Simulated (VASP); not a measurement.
A run of VASP 6.6.1:

INCAR

```
ALGO = Normal ; EDIFF = 1E-6
EDIFFG = -0.025 ; ENCUT = 520
GGA = PE ; IBRION = 2
ISIF = 2 ; ISMEAR = 0
ISPIN = 2 ; KPAR = 2
LASPH = T ; LCHARG = F
LORBIT = 11 ; LREAL = Auto
LWAVE = F ; MAGMOM = 0.25 0 0 0 0.25 0.25 0 0.25 0 0 0 0 0 0 0
NCORE = 2 ; NELM = 150
NSW = 65 ; PREC = Accurate
SIGMA = 0.01
```

File KPOINTS:

```
k-points
0
Gamma
  2 2 2
```

POSCAR

```
Al8N7
1.0
    0.0000000000      0.0000000000      5.0179604231
   -3.1302455677     -5.4217443634      0.0000000000
    6.2604911353      0.0000000000      0.0000000000
Al N
8 7
Direct
    1.0118751941      0.1647746526      0.8325577505
    0.9992286462      0.1666666667      0.3333333333
    0.9992286462      0.6666666667      0.8333333333
    0.9992286462      0.6666666667      0.3333333333
    0.5186555424      0.3382568077      0.1725395280
    0.4878120074      0.3322532810      0.6531722989
    0.4992286462      0.8333333333      0.1666666667
    0.4974004430      0.8406396871      0.6783840855
    0.3807713538      0.1666666667      0.3333333333
    0.3807713538      0.6666666667      0.8333333333
    0.3807713538      0.6666666667      0.3333333333
    0.8807713538      0.3333333333      0.1666666667
    0.8807713538      0.3333333333      0.6666666667
    0.8807713538      0.8333333333      0.1666666667
    0.8807713538      0.8333333333      0.6666666667
```

Potentials or basis: VASP PAW PBE potentials, release 64 (Al, N).

The run is started by

```sh
$ cat potpaw_PBE.64/Al/POTCAR potpaw_PBE.64/N/POTCAR > POTCAR
$ mpirun -np 4 vasp_std > vasp.out
```

Hardware: 4 MPI ranks on AMD EPYC 7R43 64-Core Processor (Zen 3) (shared host).

Estimate the wall time of this run.

It took 6.7 min on 4 MPI ranks on AMD EPYC 7R43 64-Core Processor (Zen 3), on a shared host, peak memory 0.22 GiB a rank. Counts: scf iterations 82, k points 8, ion steps 12.
